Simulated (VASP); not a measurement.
A run of VASP 6.6.1 is set up as follows.

INCAR

```
PREC = Accurate
ENCUT = 600
EDIFF = 1E-8
ISMEAR = 0
SIGMA = 0.01
LREAL = False
LASPH = True
NELM = 80
ALGO = Normal
ISIF = 3
LWAVE = False
LCHARG = False
GGA = CA
NBANDS = 11
IBRION = 6
NFREE = 2
POTIM = 0.015
NSW = 1
```

Contents of KPOINTS:

```
regular mesh
0
Gamma
  8 8 8
```

Contents of POSCAR:

```
BN
1.0
    0.0000000000      1.7910000000      1.7910000000
    1.7910000000      0.0000000000      1.7910000000
    1.7910000000      1.7910000000      0.0000000000
B N
1 1
Direct
    0.0000000000      0.0000000000      0.0000000000
    0.2500000000      0.2500000000      0.2500000000
```

Potentials or basis: VASP PAW LDA potentials, release 64 (B, N).

Command:

```sh
$ cat potpaw_LDA.64/B/POTCAR potpaw_LDA.64/N/POTCAR > POTCAR
$ mpirun -np 1 vasp_std > vasp.out
```

**Question.** Predict the elastic constants C11, C12, C44.

**Answer.** 822, 192, 475 GPa.

**Question.** Predict the Voigt bulk modulus.

**Answer.** 402 GPa.

**Question.** Predict the highest phonon frequency at Γ, LO-TO splitting left out.

**Answer.** 1069 cm⁻¹.

Clamped-ion elastic tensor (GPa):
```
822 192 192   0   0   0
192 822 192   0   0   0
192 192 822   0   0   0
  0   0   0 480   0   0
  0   0   0   0 480   0
  0   0   0   0   0 480
```

Caveat: the k points lie up to 0.38 Å⁻¹ apart.
